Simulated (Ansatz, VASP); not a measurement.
Two plane-wave programs on MgO

```xyz
2
Lattice="0.0000 2.3063 2.3063 2.3063 0.0000 2.3063 2.3063 2.3063 0.0000" Properties=species:S:1:pos:R:3 pbc="T T T"
Mg    0.0000    0.0000    0.0000
O     3.4594    3.4594    3.4594
```

Change from the starting cell: species swapped into the CdTe type (F-43m, No. 216).

Alike in both runs: functional PBE; k mesh 6 × 6 × 6; occupations gaussian, width 0.1 eV; no spin polarisation.

Ansatz relaxed the structure, and its values are those at the end. VASP's run is a single point on that final structure, the one shown.

|  | VASP | Ansatz |
| --- | --- | --- |
| version | VASP 6.6.1 | Ansatz 0.2.0 |
| potentials or method | VASP PAW PBE potentials, release 64 (Mg, O), cutoff 520 eV | scalar-relativistic, plane waves, PAW |
| valence electrons in the cell | 8 | 16 |

|  | VASP | Ansatz | Ansatz less VASP |
| --- | --- | --- | --- |
| gap on the k mesh at the Fermi level (eV) | 3.46 | 3.48 | +0.017 |
| least direct gap on the mesh (eV) | 3.46 | 3.48 | +0.017 |
| pressure (GPa) | -0.4 | 0.0 | +0.40 |

VASP's potentials hold 8 valence electrons a cell and Ansatz's 16, so a difference there can come from the potentials and not from the codes.
